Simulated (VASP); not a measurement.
# Cl (Im-3m) in VASP: notebook, part 2 of 2

VASP 6.6.1. The steps go on from the part before.

### 3 Relaxation of cell and atoms, PBEsol, target pressure 270 GPa, at which the enthalpy is minimised

INCAR reads:

```
ALGO = Normal ; EDIFF = 1E-7
EDIFFG = -0.005 ; ENCUT = 600
GGA = PS ; IBRION = 2
ISIF = 3 ; ISMEAR = -1
LASPH = True ; LCHARG = False
LREAL = False ; LWAVE = False
NELM = 80 ; NSW = 32
PREC = Accurate ; PSTRESS = 2700.0
SIGMA = 0.1
```

KPOINTS reads:

```
k-points
0
Gamma
  20 20 20
```

POSCAR reads:

```
Cl
1.0
   -1.2658740684      1.2658740684      1.2658740684
    1.2658740684     -1.2658740684      1.2658740684
    1.2658740684      1.2658740684     -1.2658740684
Cl
1
Direct
    0.0000000000      0.0000000000      0.0000000000
```

Potentials or basis: VASP PAW PBE potentials, release 64 (Cl).

Launch:

```sh
$ cat potpaw_PBE.64/Cl/POTCAR > POTCAR
$ mpirun -np 1 vasp_std > vasp.out
```

OUTCAR:

```text
EDIFF = 1E-7
   EDIFFG = -0.005
   ENCUT = 600
   GGA = PS
   IBRION = 2
   ISIF = 3
   ISMEAR = -1
   LASPH = True
   LREAL = False
   NELM = 80
   NSW = 32
   PREC = Accurate
   PSTRESS = 2700.0

 ion  position               nearest neighbor table
   1  0.000  0.000  0.000-

  LATTYP: Found a body centered cubic cell.
 ALAT       =     2.5317481368

  Lattice vectors:

 A1 = (  -1.2658740684,   1.2658740684,   1.2658740684)
 A2 = (   1.2658740684,  -1.2658740684,   1.2658740684)
 A3 = (   1.2658740684,   1.2658740684,  -1.2658740684)

Analysis of symmetry for initial positions (statically):
=====================================================================
 Subroutine PRICEL returns:
 Original cell was already a primitive cell.

 Routine SETGRP: Setting up the symmetry group for a
 body centered cubic supercell.

 Subroutine GETGRP returns: Found 48 space group operations
 (whereof 48 operations were pure point group operations)
 out of a pool of 48 trial point group operations.

The static configuration has the point symmetry O_h .

Analysis of symmetry for dynamics (positions and initial velocities):
=====================================================================
 Subroutine PRICEL returns:
 Original cell was already a primitive cell.

 Routine SETGRP: Setting up the symmetry group for a
 body centered cubic supercell.

 Subroutine GETGRP returns: Found 48 space group operations
 (whereof 48 operations were pure point group operations)
 out of a pool of 48 trial point group operations.

The dynamic configuration has the point symmetry O_h .

 Subroutine INISYM returns: Found 48 space group operations
 (whereof 48 operations are pure point group operations),
 and found     1 'primitive' translations

----------------------------------------------------------------------------------------

                                     Primitive cell

  volume of cell :       8.1139

  direct lattice vectors                    reciprocal lattice vectors
    -1.265874068  1.265874068  1.265874068     0.000000000  0.394983998  0.394983998
     1.265874068 -1.265874068  1.265874068     0.394983998  0.000000000  0.394983998
     1.265874068  1.265874068 -1.265874068     0.394983998  0.394983998  0.000000000

  length of vectors
     2.192558202  2.192558202  2.192558202     0.558591726  0.558591726  0.558591726

  position of ions in fractional coordinates (direct lattice)
     0.000000000  0.000000000  0.000000000

  ion indices of the primitive-cell ions
   primitive index   ion index
                 1           1

----------------------------------------------------------------------------------------

 KPOINTS: k-points

Automatic generation of k-mesh.
 Grid dimensions read from file:
 generate k-points for:   20   20   20

 Generating k-lattice:

[... 23 lines left out ...]
  0.250000  0.000000  0.000000     12.000000
[... 16 lines left out ...]
  0.200000  0.100000  0.000000     48.000000
  0.250000  0.100000  0.000000     48.000000
 [... further k-points ...]
   k-points           NKPTS =    256   k-points in BZ     NKDIM =    256   number of bands    NBANDS=      7
   number of dos      NEDOS =    301   number of ions     NIONS =      1
   total plane-waves  NPLWV =   5832
   dimension x,y,z NGX =    18 NGY =   18 NGZ =   18
   dimension x,y,z NGXF=    36 NGYF=   36 NGZF=   36
   ions per type =               1
   NGX,Y,Z   is equivalent  to a cutoff of  13.65, 13.65, 13.65 a.u.
   NGXF,Y,Z  is equivalent  to a cutoff of  27.30, 27.30, 27.30 a.u.
 SYSTEM =  unknown system
   PREC   = accura    normal or accurate (medium, high low for compatibility)
   ISTART =      0    job   : 0-new  1-cont  2-samecut
   ICHARG =      2    charge: 1-file 2-atom 10-const
   ISPIN  =      1    spin polarized calculation?
   LNONCOLLINEAR =      F non collinear calculations
   LSORBIT =      F    spin-orbit coupling
   LASPH  =      T    aspherical Exc in radial PAW
   ENCUT  =  600.0 eV  44.10 Ry    6.64 a.u.   4.38  4.38  4.38*2*pi/ulx,y,z
   NELM   =     80;   NELMIN=  2; NELMDL= -5     # of ELM steps
   EDIFF  = 0.1E-06   stopping-criterion for ELM
   LREAL  =      F    real-space projection
   EDIFFG = -.5E-02   stopping-criterion for IOM
   NSW    =     32    number of steps for IOM
   IBRION =      2    ionic relax: 0-MD 1-quasi-New 2-CG
   NFREE  =      1    steps in history (QN), initial steepest desc. (CG)
   ISIF   =      3    stress and relaxation
   ISYM   =      2    0-nonsym 1-usesym 2-fastsym
   POTIM  = 0.5000    time-step for ionic-motion
   TEBEG  =    0.0;   TEEND  =   0.0 temperature during run
   PSTRESS= 2700.0 pullay stress
   NELECT =       7.0000    total number of electrons
   NUPDOWN=      -1.0000    fix difference up-down
   EMIN   =  10.00;   EMAX   =-10.00  energy-range for DOS
   EFERMI =   0.00;   METHOD = LEGACY
   ISMEAR =    -1;   SIGMA  =   0.10  broadening in eV -4-tet -1-fermi 0-gaus
   EFERMI_NEDOS =   21; number of points for ismear=-14 and -15
   IALGO  =     38    algorithm
   IMIX   =      4    mixing-type and parameters
     AMIX     =   0.40;   BMIX     =  1.00
     AMIX_MAG =   1.60;   BMIX_MAG =  1.00
  volume/ion in A,a.u.               =       8.11        54.76
  Fermi-wavevector in a.u.,A,eV,Ry     =   1.558465  2.945072 33.046003  2.428813
  Thomas-Fermi vector in A             =   2.661965
   LORBIT       =      0    0 simple, 1 ext, 2 COOP (PROOUT), +10 PAW based schemes
   GGA     = PS    functional components
   LHFCALC =     F    Hartree Fock is set to
   AEXX    =    0.0000 exact exchange contribution
   IVDW    =     0    specifies the selected vdW correction
   LEPSILON=     F    determine dielectric tensor
   LRPA    =     F    only Hartree local field effects (RPA)
 conjugate gradient relaxation of ions
 non-spin polarized calculation
  energy-cutoff  :      600.00
  volume of cell :        8.11
 maximum number of plane-waves:       279
 NGX is ok and might be reduce to    18
   NGX =  9   NGY =  9   NGZ =  9

--------------------------------------- Ionic step        1  -------------------------------------------

 number of electron       7.0000001 magnetization

 Free energy of the ion-electron system (eV)
  ---------------------------------------------------
  ext. energy  EPLUGINS =         0.00000000
  ---------------------------------------------------
  free energy    TOTEN  =         3.25582504 eV

  energy without entropy =        3.26971631  energy(sigma->0) =        3.26277067

------------------------ aborting loop because EDIFF is reached ----------------------------------------

  FORCE on cell =-STRESS in cart. coord.  units (eV):
  Direction    XX          YY          ZZ          XY          YZ          ZX
  --------------------------------------------------------------------------------------
  -------------------------------------------------------------------------------------
  Total       13.6844777     13.6844777     13.6844777      0.0000000      0.0000000     -0.0000000
  in kB     2702.1366370   2702.1366370   2702.1366370      0.0000000      0.0000000     -0.0000000
  external PRESSURE =       2.1366370 kB  Pullay stress =    2700.0000000 kB
[... 61 lines left out ...]
--------------------------------------- Ionic step        3  -------------------------------------------

 number of electron       7.0000001 magnetization

 Free energy of the ion-electron system (eV)
  ---------------------------------------------------
  ext. energy  EPLUGINS =         0.00000000
  ---------------------------------------------------
  free energy    TOTEN  =         3.25215129 eV

  energy without entropy =        3.26605559  energy(sigma->0) =        3.25910344

 E-fermi :  20.0639     XC(G=0): -14.8636

 val. band max:       20.0323982161   @ k =  -0.4000   0.4500   0.1000
 cond. band min:      20.1003015860   @ k =   0.1500   0.0500   0.0500
 fundamental gap:      0.0679033699
 Fermi energy:        20.0638653740

 k-point     1 :       0.0000    0.0000    0.0000
  band No.  band energies     occupation
      1      -8.4242      2.00000
      2      23.9513      0.00000
      3      23.9513      0.00000
      4      23.9513      0.00000
      5      32.6062      0.00000
      6      32.6062      0.00000
      7      32.6062      0.00000
[... 221 lines left out ...]
 k-point    24 :       0.2500    0.1000    0.0000
  band No.  band energies     occupation
      1      -4.3212      2.00000
      2      11.9683      2.00000
      3      17.4245      2.00000
      4      21.1356      0.00004
      5      28.7513      0.00000
      6      30.7106      0.00000
      7      37.1625      0.00000

 [... further k-points ...]

------------------------ aborting loop because EDIFF is reached ----------------------------------------

  FORCE on cell =-STRESS in cart. coord.  units (eV):
  Direction    XX          YY          ZZ          XY          YZ          ZX
  --------------------------------------------------------------------------------------
  -------------------------------------------------------------------------------------
  Total       13.6773234     13.6773234     13.6773234      0.0000000      0.0000000     -0.0000000
  in kB     2699.9988185   2699.9988185   2699.9988185      0.0000000      0.0000000     -0.0000000
  external PRESSURE =      -0.0011815 kB  Pullay stress =    2700.0000000 kB
[... 20 lines left out ...]
  energy  without entropy=        3.2660555949  energy(sigma->0) =        3.25910344

  enthalpy is  TOTEN    =        16.9294806695 eV   P V=       13.6773293814

 reached required accuracy - stopping structural energy minimisation
```

It took 16 s on 1 thread of Intel Xeon Platinum 8488C (Sapphire Rapids), shared host; peak memory 0.12 GiB.

Results:

```yaml
Free_energy: 3.2522 eV
Relaxed_volume: 8.12 Å³/atom
Relaxed_cell: a = 2.193 Å, b = 2.193 Å, c = 2.193 Å, α = 109.47°, β = 109.47°, γ = 109.47°
Space_group_after_relaxing_to_0.05_Å: Im-3m (No. 229)
Energy_change_on_relaxing_the_enthalpy_is_what_falls: -3.7 meV/atom
Ionic_steps: 3
Pressure_after_relaxing: 270.0 GPa
```

Step by step:
```
step  energy change (eV)  largest force (eV/Å)  pressure (GPa)  volume (Å³)
   1              0.0000                0.0000          270.21         8.11
   2             -0.0214                0.0000          268.97         8.13
   3             -0.0037                0.0000          270.00         8.12
```

Final structure:
```
Cl
1.0
    -1.26599    1.26599    1.26599
     1.26599   -1.26599    1.26599
     1.26599    1.26599   -1.26599
Cl
1
Cartesian
  0.0000 0.0000 0.0000
```

Levels at points of the mesh, in eV from the Fermi level:
```tsv
k point	band 1	band 2	band 3	band 4	band 5	band 6	band 7
(0.00, 0.00, 0.00)	-28.49	3.89	3.89	3.89	12.54	12.54	12.54
(0.50, 0.00, 0.00)	-19.37	-16.38	-2.37	1.62	5.95	7.16	23.36
(0.50, 0.50, 0.50)	-11.31	-9.19	-9.19	-9.19	-1.07	-1.07	29.65
```

Caveat: the cell is relaxed towards a set pressure, so the enthalpy falls and the energy may rise; the PAW data sets were made with another functional, which shifts forces and pressure a little; an odd number of electrons without spin polarisation forces a metal; a magnetic or distorted state may lie lower.
